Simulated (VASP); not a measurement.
Crystal: CaPd4.

```
CELL_PARAMETERS angstrom
4.40806 0.00000 0.00000
0.00000 4.40806 0.00000
0.00000 0.00000 4.40806
ATOMIC_POSITIONS crystal
Ca 0.50000 0.50000 0.50000
Pd 0.00000 0.50000 0.50000
Pd 0.50000 0.00000 0.50000
Pd 0.50000 0.50000 0.00000
Pd 0.00000 0.00000 0.00000
```

The cell was generated, and may not be a known phase.

- Program: VASP 6.6.1
- Task: relaxation of cell and atoms
- Functional: PBE
- Potentials or basis: VASP PAW PBE potentials, release 64 (Ca_sv, Pd_sv_GW)
- Cutoff: 630 eV
- k mesh: 4 × 4 × 4
- Occupations: gaussian, width 0.1 eV
- Spin: no spin polarisation

At the start: pressure 26.8 GPa; volume 17.13 Å³/atom.

Task: Where does the relaxation end?

Result: Over 3 steps the energy falls by 319.7 meV/atom and the volume is 21.94 Å³/atom (+28.1 %); space group Pm-3m (No. 221, to 0.1 Å) before and after.

Step by step:
```csv
step,energy change (eV),largest force (eV/Å),pressure (GPa),volume (Å³)
1,0.0000,0.0000,26.82,85.65
2,-1.2778,0.0000,-5.33,126.35
3,-1.5983,0.0000,0.10,109.72
```

Final structure:
```xyz
5
Lattice="4.7874 0.0000 0.0000 0.0000 4.7874 0.0000 0.0000 0.0000 4.7874" Properties=species:S:1:pos:R:3 pbc="T T T"
Ca    2.3937    2.3937    2.3937
Pd    0.0000    2.3937    2.3937
Pd    2.3937    0.0000    2.3937
Pd    2.3937    2.3937    0.0000
Pd    0.0000    0.0000    0.0000
```

Caveat: the volume moved by over 15 % at a fixed basis, so the end points are rough.
